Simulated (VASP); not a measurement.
Ta, 3 atoms in the cell. It takes space group Im-3m (No. 229, cubic). The conventional cell has a = 3.320 Å, b = 3.320 Å, c = 3.320 Å, α = 90.00°, β = 90.00°, γ = 90.00°. Within 3.8 Å of Ta (site symmetry m-3m) lie 14 Ta at 2.87 to 3.32 Å. 

* Program: VASP 6.6.1
* Task: single point
* Functional: PBE
* Potentials or basis: VASP PAW PBE potentials, release 64 (Ta_pv)
* Cutoff: 520 eV
* k mesh: 9 × 9 × 13
* Occupations: fermi-dirac, width 0.08 eV
* Spin: no spin polarisation
* Dipole correction: no
* Further INCAR settings: ALGO = Normal; EDIFF = 1e-06; NBANDS = 24

Potentials or basis: VASP PAW PBE potentials, release 64 (Ta_pv).

The run is started by

```bash
$ cat potpaw_PBE.64/Ta_pv/POTCAR > POTCAR
$ mpirun -np 1 vasp_std > vasp.out
```

Hardware: 1 thread of Intel(R) Xeon(R) Platinum 8488C (Sapphire Rapids), with other jobs on the host.

Q: How long does it take, and how much memory?

A: It took 2.2 min on 1 thread of Intel(R) Xeon(R) Platinum 8488C (Sapphire Rapids) (shared host), peak memory 0.26 GiB. Counts: scf iterations 12, k points 126.
